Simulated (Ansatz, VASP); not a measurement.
One calculation of Mg4S, two programs

The input INCAR:

```
SYSTEM = Mg4S
PREC = Accurate
ENCUT = 600
EDIFF = 1E-7
ISMEAR = 0
SIGMA = 0.1
LREAL = .False.
LASPH = .True.
NELM = 60
ALGO = Normal
ISIF = 3
LWAVE = .False.
LCHARG = .False.
GGA = PE
IBRION = 2
NSW = 90
EDIFFG = -0.04
```

The input KPOINTS:

```
regular mesh
0
Gamma
  6 6 4
  0 0 0
```

Contents of POSCAR:

```
Mg4S
1.0
    4.8481504000      0.0000000000      0.0000000000
   -2.4240752000      4.1986214100      0.0000000000
    0.0000000000      0.0000000000      5.1171445700
Mg S
4 1
Direct
    0.3333333300      0.6666666700      0.5000000000
    0.6666666700      0.3333333300      0.5000000000
    0.3333333300      0.6666666700      0.0000000000
    0.6666666700      0.3333333300      0.0000000000
    0.0000000000      0.0000000000      0.0000000000
```

Input for Ansatz:

```yaml
crystal:
  lattice:
    - [4.8481504, 0.0, 0.0]
    - [-2.4240752, 4.19862141, 0.0]
    - [0.0, 0.0, 5.11714457]
  atoms:
    - { symbol: Mg, position: [0.33333333, 0.66666667, 0.5] }
    - { symbol: Mg, position: [0.66666667, 0.33333333, 0.5] }
    - { symbol: Mg, position: [0.33333333, 0.66666667, 0.0] }
    - { symbol: Mg, position: [0.66666667, 0.33333333, 0.0] }
    - { symbol: S, position: [0.0, 0.0, 0.0] }
basis:
  ecutwfc: 420
kpoints:
  mp_grid: { grid: [6, 6, 4] }
hamiltonian:
  xc: pbe
scf:
  occupations: { method: gaussian, width: 0.1 }
  lower_state_search: "off"
output:
  forces: true
  stress: true
  eigenvalues: true
relax:
  adjacent_minimum: "off"
  f_tol: 0.04
  max_steps: 70
  cell: { stress_tol: 0.4 }
```

Alike in both runs: task relaxation of cell and atoms; functional PBE; k mesh 6 × 6 × 4; occupations gaussian, width 0.1 eV; no spin polarisation.

|  | VASP | Ansatz |
| --- | --- | --- |
| version | VASP 6.6.1 | Ansatz 0.2.0 |
| potentials or method | VASP PAW PBE potentials, release 64 (Mg, S), cutoff 600 eV | scalar-relativistic, plane waves, PAW |
| valence electrons in the cell | 14 | 46 |

Ansatz gave:

- gap on the k mesh at the Fermi level, each at its own relaxed structure (eV): none
- relaxed volume (Å³/atom): 26.35
- relaxed cell length with the largest relative difference (Å): 5.019

Question: Estimate VASP's values.

Answer: gap on the k mesh at the Fermi level, each at its own relaxed structure (eV): none; relaxed volume (Å³/atom): 26.57; relaxed cell length with the largest relative difference (Å): 5.036.

A gap of «none» marks a metal or a gap that the smearing closes. VASP's potentials hold 14 valence electrons a cell and Ansatz's 46, so a difference there can come from the potentials and not from the codes.

Noted on VASP's run: the volume moved by over 15 % at a fixed basis, so the end points are rough.
